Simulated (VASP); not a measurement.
Input of a VASP 6.6.1 run:

INCAR

```
SYSTEM = CsPtS
PREC     = Accurate       ! precision mode
ENCUT    = 570            ! plane-wave cutoff, eV
EDIFF    = 1E-6           ! SCF threshold, eV
ISMEAR   = 0              ! smearing method
SIGMA    = 0.1            ! smearing width, eV
LREAL    = .FALSE.        ! projectors in reciprocal space
LASPH    = .TRUE.         ! aspherical terms in the spheres
NELM     = 120            ! most SCF steps
ALGO     = Normal         ! electronic algorithm
ISIF     = 2              ! what is computed and relaxed
LWAVE    = .FALSE.        ! write WAVECAR
LCHARG   = .FALSE.        ! write CHGCAR
GGA      = PE             ! functional
NBANDS   = 24             ! bands
GGA_COMPAT= .FALSE.
```

The input KPOINTS:

```
regular mesh
0
G
  4 4 4
  0 0 0
```

Contents of POSCAR:

```
CsPtS
1.0
    3.5705739340      0.0000000000      0.0000000000
    0.0000000000      3.5705739340      0.0000000000
    0.0000000000      0.0000000000      6.3860735613
Cs Pt S
1 1 1
Direct
    0.0000000000      0.0000000000      0.0000000000
    0.0000000000      0.0000000000      0.5000000000
    0.5000000000      0.5000000000      0.5000000000
```

Potentials or basis: VASP PAW PBE potentials, release 64 (Cs_sv, Pt_sv_GW, S).

Run with:

```console
$ cat potpaw_PBE.64/Cs_sv/POTCAR potpaw_PBE.64/Pt_sv_GW/POTCAR potpaw_PBE.64/S/POTCAR > POTCAR
$ mpirun -np 1 vasp_std > vasp.out
```

Question: Estimate the pressure.

Answer: -0.3 GPa.

Question: What does it give for the band gap on the k mesh?

Answer: Zero (an odd number of electrons rules out a gap without spin polarisation).

Stress tensor (GPa, compression positive):
```
-0.74  0.00  0.00
 0.00 -0.74  0.00
 0.00  0.00  0.49
```

Caveat: the k points lie up to 0.44 Å⁻¹ apart, too coarse for converged energies and pressures of a metal; spin-orbit coupling is left out, which moves the levels of the heavy elements.
